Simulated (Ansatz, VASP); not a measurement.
# Two plane-wave programs on BaPt4I

```
Ba Pt I
1.0
     7.54849    0.00000    0.00000
     0.00000    7.54849    0.00000
     0.00000    0.00000    2.91130
Ba Pt I
1 4 1
Direct
  0.50000 0.50000 0.50000
  0.33790 0.00000 0.50000
  0.66210 0.00000 0.50000
  0.00000 0.66210 0.50000
  0.00000 0.33790 0.50000
  0.00000 0.00000 0.50000
```

Alike in both runs: functional PBE; k mesh 3 × 3 × 4; occupations gaussian, width 0.2 eV; no spin polarisation.

Ansatz relaxed the structure, and its values are those at the end. VASP's run is a single point on that final structure, the one shown.

|  | VASP | Ansatz |
| --- | --- | --- |
| version | VASP 6.6.1 | Ansatz 0.2.0 |
| potentials or method | VASP PAW PBE potentials, release 64 (Ba_sv, Pt, I), cutoff 520 eV | scalar-relativistic, plane waves, PAW |
| valence electrons in the cell | 57 | 99 |

VASP gave:

```
gap on the k mesh at the Fermi level (eV) : none
pressure (GPa)                            : 0.0
rms of the force components (eV/Å)        : 0.013
```

**Question.** Which values does Ansatz return?

**Answer.** gap on the k mesh at the Fermi level (eV): none; pressure (GPa): -0.1; rms of the force components (eV/Å): 0.009.

A gap of «none» marks a metal or a gap that the smearing closes. VASP's potentials hold 57 valence electrons a cell and Ansatz's 99, so a difference there can come from the potentials and not from the codes.

The k mesh is coarse, so the values compare programs but aren't converged. Spin-orbit coupling is off throughout.
